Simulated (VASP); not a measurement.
# Ca5GeN2: single point with PBE

Ca5GeN2:

```
Ca Ge N
1.0
     2.46833   -7.29292    0.00000
     2.46833    7.29292    0.00000
     0.00000    0.00000    4.85852
Ca Ge N
5 1 2
Direct
  0.33018 0.66982 0.00000
  0.66982 0.33018 0.00000
  0.14021 0.85979 0.50000
  0.85979 0.14021 0.50000
  0.00000 0.00000 0.00000
  0.50000 0.50000 0.50000
  0.16505 0.83495 0.00000
  0.83495 0.16505 0.00000
```

This cell differs from its parent crystal: built by hand: Ca3GeN/Ca2N shear intergrowth (Cmmm, No. 65).

```
Program                : VASP 6.6.1
Task                   : single point
Functional             : PBE
Potentials or basis    : VASP PAW PBE potentials, release 64 (Ca_sv, Ge_d, N)
Cutoff                 : 520 eV
k mesh                 : 3 × 3 × 3
Occupations            : gaussian, width 0.15 eV
Spin                   : no spin polarisation
Dipole correction      : no
Further INCAR settings : ALGO = Normal; EDIFF = 1e-06; NBANDS = 47
```

| Item | Value |
| --- | --- |
| Pressure | 0.4 GPa |
| Largest force | 0.027 eV/Å |
| Band gap on the k mesh | zero (bands 37 and 38 overlap by 0.15 eV) |

Forces on the atoms (eV/Å):
```
Ca   0.000 -0.027  0.000
Ca   0.000  0.027  0.000
Ca   0.000  0.014  0.000
Ca   0.000 -0.014  0.000
Ca   0.000  0.000  0.000
Ge   0.000  0.000  0.000
N    0.000  0.008  0.000
N    0.000 -0.008  0.000
```

Stress tensor (GPa, compression positive):
```
-0.14  0.00  0.00
 0.00  0.65  0.00
 0.00  0.00  0.78
```

Levels at points of the mesh, in eV from the Fermi level:
| k point | band 35 | band 36 | band 37 | band 38 | band 39 | band 40 |
| --- | --- | --- | --- | --- | --- | --- |
| (0.00, 0.00, 0.00) | -0.72 | -0.68 | -0.12 | -0.05 | 0.79 | 1.66 |

Run time: 80 s on 1 thread of AMD EPYC 9R45 96-Core Processor (Zen 5), on a shared host, peak memory 0.33 GiB.

Caveat: the k points lie up to 0.45 Å⁻¹ apart; the cell differs from its parent crystal (built by hand: Ca3GeN/Ca2N shear intergrowth (Cmmm, No. 65)).
